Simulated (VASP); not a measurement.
ZnSe:

```
Se Zn
1.0
     0.00000    2.68544    2.68544
     2.68544    0.00000    2.68544
     2.68544    2.68544    0.00000
Se Zn
1 1
Cartesian
  0.0000 0.0000 0.0000
  2.6854 2.6854 2.6854
```

Base run:

- Program: VASP 6.6.1
- Functional: r2SCAN
- Potentials or basis: VASP PAW PBE potentials, release 64 (Se, Zn)
- Cutoff: 520 eV
- k mesh: 12 × 12 × 12
- Occupations: gaussian, width 0.05 eV
- Spin: no spin polarisation

Its results: band gap on the k mesh zero (bands 9 and 10 overlap by 0.64 eV); pressure -2.1 GPa.

**Question.** The run is repeated on the same cell with these changes: functional from r2SCAN to PBE; k mesh from 12 × 12 × 12 to 6 × 6 × 6. What comes out?

**Answer.** Band gap on the k mesh zero (bands 9 and 10 overlap by 1.08 eV); pressure 0.2 GPa.

Several settings changed at once.

Caveats: semilocal functionals underestimate gaps, so a narrow gap can read as zero (at least some runs); the PAW data sets were made with another functional, which shifts forces and pressure a little (at least some runs).
